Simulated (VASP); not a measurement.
# GdN (Fm-3m) in VASP: notebook

The runs below take GdN through single point, with PBE.

Everything below comes from runs of VASP 6.6.1. Logs are shortened: lines on timing, memory, paths and dates and some standing lists are left out, and cuts for length are marked.

## 1. The cell of the first run

It takes space group Fm-3m (No. 225, cubic). The conventional cell has a = 4.981 Å, b = 4.981 Å, c = 4.981 Å, α = 90.00°, β = 90.00°, γ = 90.00°. Gd (site symmetry m-3m) has 6 N at 2.49 Å within 3.3 Å. N (site symmetry m-3m) has 6 Gd at 2.49 Å within 3.3 Å.

## 2. Single point, PBE, non-collinear spin, typed start, spin-orbit coupling

INCAR reads:

```
SYSTEM = GdN
ALGO     = Normal         ! electronic algorithm
EDIFF    = 1E-6           ! SCF threshold, eV
ENCUT    = 520            ! plane-wave cutoff, eV
GGA      = PE             ! functional
GGA_COMPAT= .False.      
ISIF     = 2              ! what is computed and relaxed
ISMEAR   = 1              ! smearing method
LASPH    = .True.         ! aspherical terms in the spheres
LCHARG   = .True.         ! write CHGCAR
LMAXMIX  = 6              ! l up to which the mixer works
LORBIT   = 11             ! projections on sites
LORBMOM  = .True.       
LREAL    = .False.        ! projectors in reciprocal space
LSORBIT  = .True.         ! spin-orbit coupling
LVHAR    = .True.       
LWAVE    = .False.        ! write WAVECAR
MAGMOM   = 0 0 7 0 0 0    ! initial moments
NBANDS   = 35             ! bands
NELM     = 150            ! most SCF steps
PREC     = Accurate       ! precision mode
SIGMA    = 0.05           ! smearing width, eV
```

KPOINTS reads:

```
k-points
0
Gamma
  12 12 12
  0 0 0
```

POSCAR reads:

```
GdN
1.0
    0.0000000000      2.4907467940      2.4907467940
    2.4907467940      0.0000000000      2.4907467940
    2.4907467940      2.4907467940      0.0000000000
Gd N
1 1
Direct
    0.5000000000      0.5000000000      0.5000000000
    0.0000000000      0.0000000000      0.0000000000
```

Potentials or basis: VASP PAW PBE potentials, release 64 (Gd, N).

Run with:

```console
cat potpaw_PBE.64/Gd/POTCAR potpaw_PBE.64/N/POTCAR > POTCAR
mpirun -np 1 vasp_ncl > vasp.out
```

OUTCAR:

```text
SYSTEM = GdN
   EDIFF = 1E-6
   ENCUT = 520
   GGA = PE
   ISIF = 2
   ISMEAR = 1
   LASPH = .True.
   LORBIT = 11
   LREAL = .False.
   LSORBIT = .True.
   NELM = 150
   PREC = Accurate

 ion  position               nearest neighbor table
   1  0.500  0.500  0.500-   2 2.49   2 2.49   2 2.49   2 2.49   2 2.49   2 2.49
   2  0.000  0.000  0.000-   1 2.49   1 2.49   1 2.49   1 2.49   1 2.49   1 2.49

  LATTYP: Found a face centered cubic cell.
 ALAT       =     4.9814935880

  Lattice vectors:

 A1 = (   0.0000000000,   2.4907467940,   2.4907467940)
 A2 = (   2.4907467940,   0.0000000000,   2.4907467940)
 A3 = (   2.4907467940,   2.4907467940,   0.0000000000)

Analysis of symmetry for initial positions (statically):
=====================================================================
 Subroutine PRICEL returns:
 Original cell was already a primitive cell.

 Routine SETGRP: Setting up the symmetry group for a
 face centered cubic supercell.

 Subroutine GETGRP returns: Found 48 space group operations
 (whereof 48 operations were pure point group operations)
 out of a pool of 48 trial point group operations.

The static configuration has the point symmetry O_h .

Analysis of symmetry for dynamics (positions and initial velocities):
=====================================================================
 Subroutine PRICEL returns:
 Original cell was already a primitive cell.

 Routine SETGRP: Setting up the symmetry group for a
 face centered cubic supercell.

 Subroutine GETGRP returns: Found 48 space group operations
 (whereof 48 operations were pure point group operations)
 out of a pool of 48 trial point group operations.

The dynamic configuration has the point symmetry O_h .

Analysis of structural, dynamic, and magnetic symmetry:
=====================================================================
 Subroutine PRICEL returns:
 Original cell was already a primitive cell.

 Routine SETGRP: Setting up the symmetry group for a
 face centered cubic supercell.

 Subroutine GETGRP returns: Found  8 space group operations
 (whereof  8 operations were pure point group operations)
 out of a pool of 48 trial point group operations.

The overall configuration has the point symmetry C_4h.

 Subroutine INISYM returns: Found  8 space group operations
 (whereof  8 operations are pure point group operations),
 and found     1 'primitive' translations

----------------------------------------------------------------------------------------

                                     Primitive cell

  volume of cell :      30.9043

  direct lattice vectors                    reciprocal lattice vectors
     0.000000000  2.490746794  2.490746794    -0.200743007  0.200743007  0.200743007
     2.490746794  0.000000000  2.490746794     0.200743007 -0.200743007  0.200743007
     2.490746794  2.490746794  0.000000000     0.200743007  0.200743007 -0.200743007

  length of vectors
     3.522447897  3.522447897  3.522447897     0.347697087  0.347697087  0.347697087

  position of ions in fractional coordinates (direct lattice)
     0.500000000  0.500000000  0.500000000
     0.000000000  0.000000000  0.000000000

  ion indices of the primitive-cell ions
   primitive index   ion index
                 1           1
                 2           2

----------------------------------------------------------------------------------------

 KPOINTS: k-points

Automatic generation of k-mesh.
 Grid dimensions read from file:
 generate k-points for:   12   12   12

 Generating k-lattice:

[... 103 lines left out ...]
 number of electron      23.0000006 magnetization       0.0000000     -0.0000000      6.9558596

 Free energy of the ion-electron system (eV)
  ---------------------------------------------------
  ext. energy  EPLUGINS =         0.00000000
  ---------------------------------------------------
  free energy    TOTEN  =       -23.82825289 eV

  energy without entropy =      -23.82821228  energy(sigma->0) =      -23.82823935

 E-fermi :   3.9892     XC(G=0): -11.5952

 val. band max:        3.9883329324   @ k =   0.0000   0.0833   0.0833
 cond. band min:       3.9941383345   @ k =   0.0000   0.0833   0.0833
 fundamental gap:      0.0058054021
 Fermi energy:         3.9891788732

 k-point     1 :       0.0000    0.0000    0.0000
  band No.  band energies     occupation
      1     -39.8154      1.00000
      2     -36.7379      1.00000
      3     -19.1308      1.00000
      4     -18.4142      1.00000
      5     -15.4840      1.00000
      6     -14.4490      1.00000
[... 901 lines left out ...]
     34       9.8801      0.00000
     35      10.2050      0.00000

 [... further k-points ...]

------------------------ aborting loop because EDIFF is reached ----------------------------------------

  FORCE on cell =-STRESS in cart. coord.  units (eV):
  Direction    XX          YY          ZZ          XY          YZ          ZX
  --------------------------------------------------------------------------------------
  -------------------------------------------------------------------------------------
  Total        0.0535651      0.0535651      0.0558952     -0.0000001      0.0000000      0.0000000
  in kB        2.7769860      2.7769860      2.8977855     -0.0000065      0.0000000      0.0000000
  external PRESSURE =       2.8172525 kB  Pullay stress =       0.0000000 kB

 VOLUME and BASIS-vectors are now :
 -----------------------------------------------------------------------------
  energy-cutoff  :      520.00
  volume of cell :       30.90
      direct lattice vectors                 reciprocal lattice vectors
     0.000000000  2.490746794  2.490746794    -0.200743007  0.200743007  0.200743007
     2.490746794  0.000000000  2.490746794     0.200743007 -0.200743007  0.200743007
     2.490746794  2.490746794  0.000000000     0.200743007  0.200743007 -0.200743007

 POSITION                                       TOTAL-FORCE (eV/Angst)
 -----------------------------------------------------------------------------------
      2.49075      2.49075      2.49075         0.000000      0.000000      0.000000
      0.00000      0.00000      0.00000         0.000000     -0.000000      0.000000
 -----------------------------------------------------------------------------------
    total drift:                                0.000000      0.000000      0.000000

  FREE ENERGIE OF THE ION-ELECTRON SYSTEM (eV)
  ---------------------------------------------------
  free  energy   TOTEN  =       -23.8282528929 eV

  energy  without entropy=      -23.8282122780  energy(sigma->0) =      -23.82823935

 orbital moment (x)

 # of ion     p       d       f       tot
 ------------------------------------------------
  1         0.000  -0.000   0.000   0.000
  2         0.000   0.000   0.000   0.000
 ------------------------------------------------
            0.000  -0.000   0.000   0.000

 orbital moment (y)

 # of ion     p       d       f       tot
 ------------------------------------------------
  1         0.000  -0.000  -0.000  -0.000
  2        -0.000   0.000   0.000  -0.000
 ------------------------------------------------
           -0.000  -0.000  -0.000  -0.000

 orbital moment (z)

 # of ion     p       d       f       tot
 ------------------------------------------------
  1        -0.011  -0.005   0.028   0.012
  2         0.001   0.000   0.000   0.001
 ------------------------------------------------
           -0.010  -0.005   0.028   0.013

 Spin-Orbit-Coupling matrix elements

 Ion:    1  E_soc:     -1.2220108
 l=   1
     0.0000000    -0.1601437    -0.1601822
    -0.1601437     0.0000000    -0.1601437
    -0.1601822    -0.1601437     0.0000000
 l=   2
     0.0000000    -0.0002444     0.0000000    -0.0002444    -0.0012314
    -0.0002444     0.0000000    -0.0010116    -0.0002643    -0.0003352
     0.0000000    -0.0010116     0.0000000    -0.0010116     0.0000000
    -0.0002444    -0.0002643    -0.0010116     0.0000000    -0.0003352
    -0.0012314    -0.0003352     0.0000000    -0.0003352     0.0000000
 l=   3
     0.0000000    -0.0065664     0.0000000     0.0000000     0.0000000    -0.0065400    -0.0027455
    -0.0065664     0.0000000    -0.0109488     0.0000000    -0.0109488    -0.0011725    -0.0065664
     0.0000000    -0.0109488     0.0000000    -0.0258463    -0.0003631    -0.0108868     0.0000000
     0.0000000     0.0000000    -0.0258463     0.0000000    -0.0258463     0.0000000     0.0000000
     0.0000000    -0.0109488    -0.0003631    -0.0258463     0.0000000    -0.0108868     0.0000000
    -0.0065400    -0.0011725    -0.0108868     0.0000000    -0.0108868     0.0000000    -0.0065400
    -0.0027455    -0.0065664     0.0000000     0.0000000     0.0000000    -0.0065400     0.0000000

 Ion:    2  E_soc:     -0.0003660
 l=   1
     0.0000000    -0.0000578    -0.0000673
    -0.0000578     0.0000000    -0.0000578
    -0.0000673    -0.0000578     0.0000000
 l=   2
     0.0000000     0.0000000     0.0000000     0.0000000     0.0000000
     0.0000000     0.0000000     0.0000000     0.0000000     0.0000000
     0.0000000     0.0000000     0.0000000     0.0000000     0.0000000
     0.0000000     0.0000000     0.0000000     0.0000000     0.0000000
     0.0000000     0.0000000     0.0000000     0.0000000     0.0000000
 l=   3
     0.0000000     0.0000000     0.0000000     0.0000000     0.0000000     0.0000000     0.0000000
     0.0000000     0.0000000     0.0000000     0.0000000     0.0000000     0.0000000     0.0000000
     0.0000000     0.0000000     0.0000000     0.0000000     0.0000000     0.0000000     0.0000000
     0.0000000     0.0000000     0.0000000     0.0000000     0.0000000     0.0000000     0.0000000
     0.0000000     0.0000000     0.0000000     0.0000000     0.0000000     0.0000000     0.0000000
     0.0000000     0.0000000     0.0000000     0.0000000     0.0000000     0.0000000     0.0000000
     0.0000000     0.0000000     0.0000000     0.0000000     0.0000000     0.0000000     0.0000000

 total charge

# of ion       s       p       d       f       tot
--------------------------------------------------
    1        2.034   5.684   0.535   6.999  15.252
    2        1.250   2.384   0.000   0.000   3.634
--------------------------------------------------
tot          3.284   8.068   0.535   6.999  18.886

 magnetization (x)

# of ion       s       p       d       f       tot
--------------------------------------------------
    1        0.000   0.000   0.000   0.000   0.000
    2        0.000   0.000   0.000   0.000   0.000
--------------------------------------------------
tot          0.000   0.000   0.000   0.000   0.000

 magnetization (y)

# of ion       s       p       d       f       tot
--------------------------------------------------
    1        0.000   0.000   0.000   0.000   0.000
    2        0.000   0.000   0.000   0.000   0.000
--------------------------------------------------
tot          0.000   0.000   0.000   0.000   0.000

 magnetization (z)

# of ion       s       p       d       f       tot
--------------------------------------------------
    1       -0.005  -0.076   0.083   6.762   6.764
    2       -0.007  -0.078   0.000   0.000  -0.084
--------------------------------------------------
tot         -0.012  -0.154   0.083   6.762   6.680
```

Wall time 45 min (1 thread of Intel Xeon 6975P-C (Granite Rapids), shared host); peak memory 0.59 GiB.

What came out:

```yaml
Free_energy: -23.8283 eV
Pressure: 0.3 GPa
Net_moment: 6.96 μB per cell
Valence_electrons_inside_the_program's_atomic_spheres: Gd 15.25; N 3.63
```

Moments on the atoms (μB; x, y, z):
```
Gd   0.00  0.00  6.76
N    0.00  0.00 -0.08
```

Caveat: a cell with one magnetic atom can't hold antiferromagnetic order, which such compounds often take; semilocal functionals describe open f shells poorly, which spoils levels, moments and volumes. The state reached can hang on the start; a lower one may exist.

## 3. Single point, PBE, non-collinear spin, typed start, spin-orbit coupling

INCAR reads:

```
SYSTEM = GdN
ALGO = Normal
EDIFF = 1E-6
ENCUT = 520
GGA = PE
GGA_COMPAT = .FALSE.
ISIF = 2
ISMEAR = 0
LASPH = .TRUE.
LCHARG = .FALSE.
LMAXMIX = 6
LORBIT = 11
LORBMOM = .TRUE.
LREAL = .FALSE.
LSORBIT = .TRUE.
LWAVE = .FALSE.
MAGMOM = 0 0 7 0 0 0
NBANDS = 35
NELM = 150
PREC = Accurate
SIGMA = 0.05
```

KPOINTS reads:

```
k-points
0
G
  12 12 12
  0 0 0
```

POSCAR is that of step 2.

Potentials or basis: VASP PAW PBE potentials, release 64 (Gd, N).

Run with:

```console
cat potpaw_PBE.64/Gd/POTCAR potpaw_PBE.64/N/POTCAR > POTCAR
mpirun -np 1 vasp_ncl > vasp.out
```

Wall time 68 min (1 thread of Oxide Virtual Turin-like, shared host); peak memory 0.54 GiB.

The run converged. Its results:

| Quantity | Value |
| --- | --- |
| Free energy | -23.8283 eV |
| Pressure | 0.3 GPa |
| Net moment | 6.96 μB per cell |
| Valence electrons inside the program's atomic spheres | Gd 15.25; N 3.63 |

Moments on the atoms (μB; x, y, z):
```
Gd   0.00  0.00  6.76
N    0.00  0.00 -0.09
```

Caveat: a cell with one magnetic atom can't hold antiferromagnetic order, which such compounds often take; semilocal functionals describe open f shells poorly, which spoils levels, moments and volumes. The state reached can hang on the start; a lower one may exist.
